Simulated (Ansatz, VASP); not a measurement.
## Two plane-wave programs on LiH

```
Li H
1.0
     0.00000    2.03675    2.03675
     2.03675    0.00000    2.03675
     2.03675    2.03675    0.00000
Li H
1 1
Cartesian
  0.0000 0.0000 0.0000
  2.0368 2.0368 2.0368
```

Alike in both runs: task single point; functional PBE-based global hybrid; k mesh 6 × 6 × 6; occupations fermi-dirac, width 0.05 eV; no spin polarisation.

|  | VASP | Ansatz |
| --- | --- | --- |
| version | VASP 6.6.1 | Ansatz 0.2.0 |
| potentials or method | VASP PAW PBE potentials, release 64 (Li_sv, H) | Ansatz PAW |
| plane-wave cutoff (eV) | 520 | 420 |
| valence electrons in the cell | 4 | 4 |

Ansatz gave:

| Quantity | Value |
| --- | --- |
| gap on the k mesh at the Fermi level (eV) | 4.01 |
| least direct gap on the mesh (eV) | 4.01 |

Question: Which values does VASP return?

Answer: gap on the k mesh at the Fermi level (eV): 4.03; least direct gap on the mesh (eV): 4.03.

VASP's potentials were made for PBE, not for PBE-based global hybrid.

The k mesh is coarse, so the values compare programs but aren't converged. Noted on VASP's run: the cutoff is short for stress, so the pressure is rough.
